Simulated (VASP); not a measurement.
# TiO (P-6m2) in VASP: single point with r2SCAN

Aim: the single point of TiO with r2SCAN.

Program: VASP 6.6.1. These are calculated values, not measurements. Logs are shortened: lines on timing, memory, paths and dates and some standing lists are left out, and cuts for length are marked.

### Step 1. The cell of the first run

It takes space group P-6m2 (No. 187, hexagonal). Conventional cell: a = 3.031 Å, b = 3.031 Å, c = 3.238 Å, α = 90.00°, β = 90.00°, γ = 120.00°. Ti (site symmetry -6m2) has 6 O at 2.38 Å and 6 Ti at 3.03 Å within 3.1 Å. Within 3.1 Å of O (site symmetry -6m2) lie 6 Ti at 2.38 Å and 6 O at 3.03 Å.

### Step 2. Single point, r2SCAN

File POSCAR:

```
TiO
1.0
    3.0309987015      0.0000000000      0.0000000000
   -1.5154993507      2.6249218743      0.0000000000
    0.0000000000      0.0000000000      3.2377000000
Ti O
1 1
Direct
    0.6666666667      0.3333333333      0.0000000000
    0.0000000000      0.0000000000      0.5000000000
```

File INCAR.step1:

```
SYSTEM = TiO
PREC     = Accurate       ! precision mode
ENCUT    = 520            ! plane-wave cutoff, eV
ISMEAR   = 0              ! smearing method
SIGMA    = 0.01           ! smearing width, eV
LREAL    = .False.        ! projectors in reciprocal space
LASPH    = .True.         ! aspherical terms in the spheres
NELM     = 80             ! most SCF steps
NBANDS   = 16             ! bands
ISYM     = 0            
GGA      = PE             ! functional
ALGO     = Normal         ! electronic algorithm
EDIFF    = 1E-4           ! SCF threshold, eV
LWAVE    = .True.         ! write WAVECAR
LCHARG   = .False.        ! write CHGCAR
```

File INCAR.step2:

```
SYSTEM = TiO
PREC     = Accurate       ! precision mode
ENCUT    = 520            ! plane-wave cutoff, eV
EDIFF    = 1E-7           ! SCF threshold, eV
ISMEAR   = 0              ! smearing method
SIGMA    = 0.01           ! smearing width, eV
LREAL    = .False.        ! projectors in reciprocal space
LASPH    = .True.         ! aspherical terms in the spheres
NELM     = 80             ! most SCF steps
ALGO     = Normal         ! electronic algorithm
ISIF     = 2              ! what is computed and relaxed
LWAVE    = .False.        ! write WAVECAR
LCHARG   = .False.        ! write CHGCAR
METAGGA  = R2SCAN         ! meta-GGA
LMIXTAU  = .True.       
NBANDS   = 16             ! bands
ISYM     = 0            
ISTART   = 1
```

File KPOINTS:

```
Automatic mesh
0
Gamma
  12 12 10
  0.5 0.5 0.5
```

Potentials or basis: VASP PAW PBE potentials, release 64 (Ti_sv, O).

Command:

```bash
$ cat potpaw_PBE.64/Ti_sv/POTCAR potpaw_PBE.64/O/POTCAR > POTCAR
$ cp INCAR.step1 INCAR
$ mpirun -np 1 vasp_std > vasp.out
$ cp INCAR.step2 INCAR
$ mpirun -np 1 vasp_std > vasp.out
```

OUTCAR:

```text
SYSTEM = TiO
   PREC = Accurate
   ENCUT = 520
   EDIFF = 1E-7
   ISMEAR = 0
   LREAL = .False.
   LASPH = .True.
   NELM = 80
   ISIF = 2
   METAGGA = R2SCAN
   ISYM = 0
   ISTART = 1

 ion  position               nearest neighbor table
   1  0.667  0.333  0.000-   2 2.38   2 2.38   2 2.38   2 2.38   2 2.38   2 2.38
   2  0.000  0.000  0.500-   1 2.38   1 2.38   1 2.38   1 2.38   1 2.38   1 2.38

IMPORTANT INFORMATION: All symmetrisations will be switched off!
NOSYMM: (Re-)initialisation of all symmetry stuff for point group C_1.

----------------------------------------------------------------------------------------

                                     Primitive cell

  volume of cell :      25.7596

  direct lattice vectors                    reciprocal lattice vectors
     3.030998702  0.000000000  0.000000000     0.329924259  0.190481860  0.000000000
    -1.515499351  2.624921874  0.000000000     0.000000000  0.380963719  0.000000000
     0.000000000  0.000000000  3.237700000     0.000000000  0.000000000  0.308861229

  length of vectors
     3.030998702  3.030998701  3.237700000     0.380963719  0.380963719  0.308861229

  position of ions in fractional coordinates (direct lattice)
     0.666666667  0.333333333  0.000000000
     0.000000000  0.000000000  0.500000000

  ion indices of the primitive-cell ions
   primitive index   ion index
                 1           1
                 2           2

----------------------------------------------------------------------------------------

 KPOINTS: Automatic mesh

Automatic generation of k-mesh.
 Grid dimensions read from file:
 generate k-points for:   12   12   10

 Generating k-lattice:

  Cartesian coordinates                     Fractional coordinates (reciprocal lattice)
     0.027493688  0.015873488  0.000000000     0.083333333  0.000000000  0.000000000
     0.000000000  0.031746977  0.000000000     0.000000000  0.083333333  0.000000000
     0.000000000  0.000000000  0.030886123     0.000000000  0.000000000  0.100000000

  Length of vectors
     0.031746977  0.031746977  0.030886123

  Shift w.r.t. Gamma in fractional coordinates (k-lattice)
     0.500000000  0.500000000  0.500000000

 Subroutine IBZKPT returns following result:
 ===========================================

 Found   2160 irreducible k-points:

 Following reciprocal coordinates:
            Coordinates               Weight
[... 35 lines left out ...]
   ISTART =      1    job   : 0-new  1-cont  2-samecut
   ICHARG =      0    charge: 1-file 2-atom 10-const
   ISPIN  =      1    spin polarized calculation?
   LNONCOLLINEAR =      F non collinear calculations
   LSORBIT =      F    spin-orbit coupling
   LASPH  =      T    aspherical Exc in radial PAW
   ENCUT  =  520.0 eV  38.22 Ry    6.18 a.u.   5.64  5.64  6.02*2*pi/ulx,y,z
   NELM   =     80;   NELMIN=  2; NELMDL=  0     # of ELM steps
   EDIFF  = 0.1E-06   stopping-criterion for ELM
   LREAL  =      F    real-space projection
   EDIFFG = 0.1E-05   stopping-criterion for IOM
   NSW    =      0    number of steps for IOM
   IBRION =     -1    ionic relax: 0-MD 1-quasi-New 2-CG
   NFREE  =      0    steps in history (QN), initial steepest desc. (CG)
   ISIF   =      2    stress and relaxation
   ISYM   =      0    0-nonsym 1-usesym 2-fastsym
   POTIM  = 0.5000    time-step for ionic-motion
   TEBEG  =    0.0;   TEEND  =   0.0 temperature during run
   PSTRESS=    0.0 pullay stress
   NELECT =      18.0000    total number of electrons
   NUPDOWN=      -1.0000    fix difference up-down
   EMIN   =  10.00;   EMAX   =-10.00  energy-range for DOS
   EFERMI =   0.00;   METHOD = LEGACY
   ISMEAR =     0;   SIGMA  =   0.01  broadening in eV -4-tet -1-fermi 0-gaus
   EFERMI_NEDOS =   21; number of points for ismear=-14 and -15
   IALGO  =     38    algorithm
   IMIX   =      4    mixing-type and parameters
     AMIX     =   0.40;   BMIX     =  1.00
     AMIX_MAG =   1.60;   BMIX_MAG =  1.00
  volume/ion in A,a.u.               =      12.88        86.92
  Fermi-wavevector in a.u.,A,eV,Ry     =   1.452734  2.745269 28.714224  2.110436
  Thomas-Fermi vector in A             =   2.570082
   LORBIT       =      0    0 simple, 1 ext, 2 COOP (PROOUT), +10 PAW based schemes
   METAGGA = R2SCAN    functional components
   LHFCALC =     F    Hartree Fock is set to
   AEXX    =    0.0000 exact exchange contribution
   IVDW    =     0    specifies the selected vdW correction
   LEPSILON=     F    determine dielectric tensor
   LRPA    =     F    only Hartree local field effects (RPA)
 non-spin polarized calculation
 Gauss-broadening in eV      SIGMA  =   0.01
  energy-cutoff  :      520.00
  volume of cell :       25.76
 maximum number of plane-waves:       705
   NGX = 11   NGY = 11   NGZ = 13

 number of electron      18.0000004 magnetization

 Free energy of the ion-electron system (eV)
  ---------------------------------------------------
  ext. energy  EPLUGINS =         0.00000000
  ---------------------------------------------------
  free energy    TOTEN  =       -23.29221684 eV

  energy without entropy =      -23.29221684  energy(sigma->0) =      -23.29221684

 E-fermi :   7.4282     XC(G=0): -11.9797

 val. band max:        7.3751258342   @ k =   0.0417   0.0000   0.4500
 cond. band min:       7.7254846327   @ k =   0.0417   0.0000   0.4500
 fundamental gap:      0.3503587985
 Fermi energy:         7.4281615900

 k-point     1 :       0.0417    0.0417    0.0500
  band No.  band energies     occupation
      1     -52.8713      2.00000
      2     -28.0974      2.00000
      3     -27.8332      2.00000
      4     -27.8187      2.00000
      5     -13.2430      2.00000
      6       2.6976      2.00000
[... 433 lines left out ...]
      3     -27.9762      2.00000
      4     -27.8525      2.00000
      5     -12.9687      2.00000
      6       1.9357      2.00000
[... 8 lines left out ...]
     15      20.1860      0.00000
     16      21.2378      0.00000

 [... further k-points ...]
[... 5 lines left out ...]
  --------------------------------------------------------------------------------------
  -------------------------------------------------------------------------------------
  Total       -5.1712232     -5.1712504     -8.5632896     -0.0000209      0.0000000      0.0000000
  in kB     -321.6363508   -321.6380450   -532.6138775     -0.0012970      0.0000007      0.0000001
  external PRESSURE =    -391.9627577 kB  Pullay stress =       0.0000000 kB

 VOLUME and BASIS-vectors are now :
 -----------------------------------------------------------------------------
  energy-cutoff  :      520.00
  volume of cell :       25.76
      direct lattice vectors                 reciprocal lattice vectors
     3.030998702  0.000000000  0.000000000     0.329924259  0.190481860  0.000000000
    -1.515499351  2.624921874  0.000000000     0.000000000  0.380963719  0.000000000
     0.000000000  0.000000000  3.237700000     0.000000000  0.000000000  0.308861229

 POSITION                                       TOTAL-FORCE (eV/Angst)
 -----------------------------------------------------------------------------------
      1.51550      0.87497      0.00000         0.000031     -0.000018     -0.000000
      0.00000      0.00000      1.61885        -0.000031      0.000018      0.000000
 -----------------------------------------------------------------------------------
    total drift:                                0.000003     -0.000002     -0.000000

  FREE ENERGIE OF THE ION-ELECTRON SYSTEM (eV)
  ---------------------------------------------------
  free  energy   TOTEN  =       -23.2922168433 eV

  energy  without entropy=      -23.2922168433  energy(sigma->0) =      -23.29221684
```

Wall time 26 min (1 thread of Intel Xeon Platinum 8488C (Sapphire Rapids), shared host); peak memory 0.88 GiB.

What came out:

| Property | Result |
| --- | --- |
| Free energy | -23.2922 eV |
| Pressure | -39.2 GPa |
| Band gap on the k mesh | 0.35 eV |

Stress tensor (GPa, compression positive):
```
-32.16   0.00   0.00
  0.00 -32.16   0.00
  0.00   0.00 -53.26
```

Levels at points of the mesh, in eV from the valence-band top:
| k point | band 5 | band 6 | band 7 | band 8 | band 9 | band 10 | band 11 | band 12 | band 13 | band 14 |
| --- | --- | --- | --- | --- | --- | --- | --- | --- | --- | --- |
| (0.04, 0.04, 0.05) | -20.62 | -4.68 | -4.09 | -3.86 | -2.06 | 1.09 | 1.23 | 1.42 | 1.92 | 1.98 |

Caveat: the stress differs along the axes, from -53 to -32 GPa; the PAW data sets were made with another functional, which shifts forces and pressure a little; a shifted mesh leaves out Γ, where band edges can lie.
